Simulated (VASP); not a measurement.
# Al3BN2 (P6/mmm) in VASP: relaxation of cell and atoms with PBE

Aim: the relaxation of cell and atoms of Al3BN2 with PBE.

All numbers are computed with VASP 6.6.1; they aren't measurements. Logs are shortened: lines on timing, memory, paths and dates and some standing lists are left out, and cuts for length are marked.

### Step 1. The cell of the first run

It takes space group P6/mmm (No. 191, hexagonal). The conventional cell has a = 3.704 Å, b = 3.704 Å, c = 6.287 Å, α = 90.00°, β = 90.00°, γ = 120.00°. Al (site symmetry -6m2) has 6 Al at 2.14 Å and 6 N at 2.76 Å within 2.8 Å. Within 2.3 Å of Al (site symmetry 6/mmm) lie 2 N at 1.75 Å and 6 Al at 2.14 Å. B (site symmetry 6/mmm) has 2 N at 1.39 Å within 1.9 Å. Within 1.9 Å of N (site symmetry 6mm) lie 1 B at 1.39 Å and 1 Al at 1.75 Å.

The cell was generated, and may not be a known phase.

### Step 2. Relaxation of cell and atoms, PBE

Contents of INCAR:

```
  PREC = Accurate
  ENCUT = 1330
  EDIFF = 1E-7
  ISMEAR = 0
  SIGMA = 0.15
  LREAL = False
  LASPH = True
  NELM = 120
  ALGO = Normal
  ISIF = 3
  LWAVE = False
  LCHARG = False
  GGA = PE
  IBRION = 2
  NSW = 36
  EDIFFG = -0.08
  GGA_COMPAT = False
  NELMIN = 4
```

Contents of KPOINTS:

```
Automatic mesh
0
Gamma
  4 4 2
```

Contents of POSCAR:

```
Al3BN2
1.0
    3.7040590100      0.0000000000      0.0000000000
   -1.8520295100      3.2078092000      0.0000000000
    0.0000000000      0.0000000000      6.2867491300
Al B N
3 1 2
Direct
    0.3333333300      0.6666666700      0.0000000000
    0.6666666700      0.3333333300      0.0000000000
    0.0000000000      0.0000000000      0.0000000000
    0.0000000000      0.0000000000      0.5000000000
    0.0000000000      0.0000000000      0.2787058200
    0.0000000000      0.0000000000      0.7212941800
```

Potentials or basis: VASP PAW PBE potentials, release 64 (Al, B_h, N_h).

Command:

```console
cat potpaw_PBE.64/Al/POTCAR potpaw_PBE.64/B_h/POTCAR potpaw_PBE.64/N_h/POTCAR > POTCAR
mpirun -np 1 vasp_std > vasp.out
```

OUTCAR:

```text
PREC = Accurate
   ENCUT = 1330
   EDIFF = 1E-7
   ISMEAR = 0
   LREAL = False
   LASPH = True
   NELM = 120
   ISIF = 3
   GGA = PE
   IBRION = 2
   NSW = 36
   EDIFFG = -0.08
   NELMIN = 4

 ion  position               nearest neighbor table
   1  0.333  0.667  0.000-   2 2.14   2 2.14   3 2.14   3 2.14   3 2.14   2 2.14
   2  0.667  0.333  0.000-   1 2.14   1 2.14   3 2.14   3 2.14   3 2.14   1 2.14
   3  0.000  0.000  0.000-   5 1.75   6 1.75   1 2.14   2 2.14   2 2.14   1 2.14   2 2.14   1 2.14

   4  0.000  0.000  0.500-   5 1.39   6 1.39
   5  0.000  0.000  0.279-   4 1.39   3 1.75
   6  0.000  0.000  0.721-   4 1.39   3 1.75

  LATTYP: Found a hexagonal cell.
 ALAT       =     3.7040590100
 C/A-ratio  =     1.6972594424

  Lattice vectors:

 A1 = (   3.7040590100,   0.0000000000,   0.0000000000)
 A2 = (  -1.8520295100,   3.2078092000,   0.0000000000)
 A3 = (   0.0000000000,   0.0000000000,   6.2867491300)

Analysis of symmetry for initial positions (statically):
=====================================================================
 Subroutine PRICEL returns:
 Original cell was already a primitive cell.

 Routine SETGRP: Setting up the symmetry group for a
 hexagonal supercell.

 Subroutine GETGRP returns: Found 24 space group operations
 (whereof 24 operations were pure point group operations)
 out of a pool of 24 trial point group operations.

The static configuration has the point symmetry D_6h.

Analysis of symmetry for dynamics (positions and initial velocities):
=====================================================================
 Subroutine PRICEL returns:
 Original cell was already a primitive cell.

 Routine SETGRP: Setting up the symmetry group for a
 hexagonal supercell.

 Subroutine GETGRP returns: Found 24 space group operations
 (whereof 24 operations were pure point group operations)
 out of a pool of 24 trial point group operations.

The dynamic configuration has the point symmetry D_6h.

 Subroutine INISYM returns: Found 24 space group operations
 (whereof 24 operations are pure point group operations),
 and found     1 'primitive' translations

----------------------------------------------------------------------------------------

                                     Primitive cell

  volume of cell :      74.6986

  direct lattice vectors                    reciprocal lattice vectors
     3.704059010  0.000000000  0.000000000     0.269974101  0.155869620  0.000000000
    -1.852029510  3.207809200  0.000000000     0.000000000  0.311739239  0.000000000
     0.000000000  0.000000000  6.286749130     0.000000000  0.000000000  0.159064722

  length of vectors
[... 83 lines left out ...]
   PSTRESS=    0.0 pullay stress
   NELECT =      22.0000    total number of electrons
   NUPDOWN=      -1.0000    fix difference up-down
   EMIN   =  10.00;   EMAX   =-10.00  energy-range for DOS
   EFERMI =   0.00;   METHOD = LEGACY
   ISMEAR =     0;   SIGMA  =   0.15  broadening in eV -4-tet -1-fermi 0-gaus
   EFERMI_NEDOS =   21; number of points for ismear=-14 and -15
   IALGO  =     38    algorithm
   IMIX   =      4    mixing-type and parameters
     AMIX     =   0.40;   BMIX     =  1.00
     AMIX_MAG =   1.60;   BMIX_MAG =  1.00
  volume/ion in A,a.u.               =      12.45        84.02
  Fermi-wavevector in a.u.,A,eV,Ry     =   1.089210  2.058308 16.141652  1.186378
  Thomas-Fermi vector in A             =   2.225408
   LORBIT       =      0    0 simple, 1 ext, 2 COOP (PROOUT), +10 PAW based schemes
   GGA     = PE    functional components
   LHFCALC =     F    Hartree Fock is set to
   AEXX    =    0.0000 exact exchange contribution
   IVDW    =     0    specifies the selected vdW correction
   LEPSILON=     F    determine dielectric tensor
   LRPA    =     F    only Hartree local field effects (RPA)
 conjugate gradient relaxation of ions
 non-spin polarized calculation
 Gauss-broadening in eV      SIGMA  =   0.15
  energy-cutoff  :     1330.00
  volume of cell :       74.70
 maximum number of plane-waves:      8249
 NGX is ok and might be reduce to    48
   NGX = 21   NGY = 21   NGZ = 37

--------------------------------------- Ionic step        1  -------------------------------------------

 number of electron      22.0000000 magnetization

 Free energy of the ion-electron system (eV)
  ---------------------------------------------------
  ext. energy  EPLUGINS =         0.00000000
  ---------------------------------------------------
  free energy    TOTEN  =       -24.55799083 eV

  energy without entropy =      -24.54349056  energy(sigma->0) =      -24.55074069

 E-fermi :   6.5412     XC(G=0):  -9.7327

 val. band max:        6.5203541845   @ k =   0.5000   0.0000   0.5000
 cond. band min:       6.6218841790   @ k =   0.0000   0.0000   0.0000
 fundamental gap:      0.1015299945
 Fermi energy:         6.5412074905

 k-point     1 :       0.0000    0.0000    0.0000
  band No.  band energies     occupation
      1     -10.0168      2.00000
      2      -9.0024      2.00000
      3      -5.3558      2.00000
      4      -0.5223      2.00000
      5       1.0826      2.00000
      6       2.4227      2.00000
      7       2.4227      2.00000
      8       4.4691      2.00000
      9       4.4691      2.00000
     10       5.3871      2.00000
     11       5.3871      2.00000
     12       6.6219      0.44688
     13       6.6219      0.44688
     14       7.0334      0.00000
[... 238 lines left out ...]
  FREE ENERGIE OF THE ION-ELECTRON SYSTEM (eV)
  ---------------------------------------------------
  free  energy   TOTEN  =       -32.6829645293 eV

  energy  without entropy=      -32.6647383283  energy(sigma->0) =      -32.67385143

[... ionic steps 4 to 11 ...]

--------------------------------------- Ionic step       12  -------------------------------------------

 number of electron      22.0000000 magnetization

------------------------ aborting loop because EDIFF is reached ----------------------------------------
[... 75 lines left out ...]
--------------------------------------- Ionic step       14  -------------------------------------------

 number of electron      22.0000000 magnetization

 Free energy of the ion-electron system (eV)
  ---------------------------------------------------
  ext. energy  EPLUGINS =         0.00000000
  ---------------------------------------------------
  free energy    TOTEN  =       -33.55304650 eV

  energy without entropy =      -33.53217941  energy(sigma->0) =      -33.54261296

 E-fermi :   2.8048     XC(G=0):  -7.7893

 val. band max:        2.5519299672   @ k =   0.2500   0.0000   0.5000
 cond. band min:       2.8492116412   @ k =   0.5000   0.0000   0.5000
 fundamental gap:      0.2972816740
 Fermi energy:         2.8048424393

 k-point     1 :       0.0000    0.0000    0.0000
  band No.  band energies     occupation
      1     -12.7305      2.00000
      2     -12.0956      2.00000
      3      -6.3963      2.00000
      4      -3.1131      2.00000
      5      -2.6768      2.00000
      6      -1.2245      2.00000
      7      -1.2245      2.00000
      8       1.0751      2.00000
      9       1.0751      2.00000
     10       1.8679      2.00000
     11       1.8679      2.00000
     12       2.9257      0.25464
     13       2.9756      0.10747
     14       2.9756      0.10747
[... 158 lines left out ...]
  FREE ENERGIE OF THE ION-ELECTRON SYSTEM (eV)
  ---------------------------------------------------
  free  energy   TOTEN  =       -33.5530465037 eV

  energy  without entropy=      -33.5321794136  energy(sigma->0) =      -33.54261296

 reached required accuracy - stopping structural energy minimisation
```

OSZICAR:

```text
N       E                     dE             d eps       ncg     rms          rms(c)
DAV:   1     0.162812386859E+03    0.16281E+03   -0.17038E+04   240   0.268E+03
DAV:   2    -0.818711758994E+01   -0.17100E+03   -0.16533E+03   347   0.322E+02
DAV:   3    -0.292031327746E+02   -0.21016E+02   -0.20791E+02   334   0.107E+02
[... 194 lines left out ...]
DAV:   4    -0.335530587233E+02    0.59538E-04   -0.39417E-04   269   0.138E-01    0.287E-02
DAV:   5    -0.335530448866E+02    0.13837E-04   -0.71448E-05   296   0.552E-02    0.103E-02
DAV:   6    -0.335530461558E+02   -0.12692E-05   -0.70923E-06   302   0.176E-02    0.448E-03
DAV:   7    -0.335530464857E+02   -0.32989E-06   -0.76968E-07   275   0.677E-03    0.133E-03
DAV:   8    -0.335530465037E+02   -0.18046E-07   -0.45306E-07   269   0.407E-03
  14 F= -.33553047E+02 E0= -.33542613E+02  d E =-.365849E-02
```

Run time: 13 min. Hardware: 1 thread of Intel Xeon Platinum 8259CL at 2.50GHz (Skylake/Cascade Lake), shared host; peak memory 0.5 GiB.

What came out:

- Free energy: -33.5530 eV
- Relaxed volume: 20.23 Å³/atom
- Relaxed cell: a = 4.754 Å, b = 4.754 Å, c = 6.202 Å, α = 90.00°, β = 90.00°, γ = 120.00°
- Space group after relaxing (to 0.1 Å): P6/mmm (No. 191)
- Energy gained by relaxing: 1499.2 meV/atom
- Ionic steps: 14
- Pressure after relaxing: 0.0 GPa
- Largest force after relaxing: 0.051 eV/Å
- Band gap on the k mesh: zero (bands 11 and 12 overlap by 0.51 eV)

Forces on the atoms (eV/Å):
```
Al   0.000  0.000  0.000
Al   0.000  0.000  0.000
Al   0.000  0.000  0.000
B    0.000  0.000  0.000
N    0.000  0.000 -0.051
N    0.000  0.000  0.051
```

The path:
```csv
step,energy change (eV),largest force (eV/Å),pressure (GPa),volume (Å³)
1,0.0000,4.7012,62.32,74.70
2,-5.5806,19.9078,8.32,135.72
3,-8.1250,6.5127,10.07,107.17
4,-8.1192,7.5979,9.08,109.83
5,-5.3405,10.1408,-8.62,142.09
6,-8.8404,1.1527,-1.47,118.06
7,-8.8553,0.5035,-0.67,117.13
8,-8.8568,0.2161,-0.31,116.74
9,-8.9761,0.6310,1.62,119.21
10,-8.9804,0.5375,1.26,118.85
11,-8.9864,0.8600,0.65,121.17
12,-8.9914,0.2952,0.87,120.23
13,-8.9920,0.1652,-0.77,122.48
14,-8.9951,0.0510,0.00,121.40
```

Final structure:
```yaml
crystal:
  lattice:
    - [4.75425, 0.00000, 0.00000]
    - [-2.37712, 4.11730, 0.00000]
    - [0.00000, 0.00000, 6.20178]
  atoms:
    - { symbol: Al, position: [0.33333, 0.66667, 0.00000] }
    - { symbol: Al, position: [0.66667, 0.33333, 0.00000] }
    - { symbol: Al, position: [0.00000, 0.00000, 0.00000] }
    - { symbol: B, position: [0.00000, 0.00000, 0.50000] }
    - { symbol: N, position: [0.00000, 0.00000, 0.28609] }
    - { symbol: N, position: [0.00000, 0.00000, 0.71391] }
```

Levels at points of the mesh, in eV from the Fermi level:
```csv
k point,band 9,band 10,band 11,band 12,band 13,band 14
"(0.00, 0.00, 0.00)",-1.73,-0.94,-0.94,0.12,0.17,0.17
"(0.50, 0.00, 0.00)",-2.60,-1.87,-1.52,0.14,2.20,2.33
"(0.00, 0.00, 0.50)",-2.93,-0.92,-0.92,-0.47,0.79,1.64
"(0.50, 0.00, 0.50)",-3.66,-0.88,0.04,0.34,1.46,1.71
```

Caveat: the k points lie up to 0.51 Å⁻¹ apart in the final cell, too coarse for converged energies and pressures of a metal; the volume moved by over 15 % at a fixed basis, so the end points are rough; semilocal functionals underestimate gaps, and a narrow one can read as zero; the relaxation stopped at a loose force limit of 0.08 eV/Å, so its end isn't a converged minimum.

The gap in the log of VASP goes by the Fermi energy; the results here count the filled bands.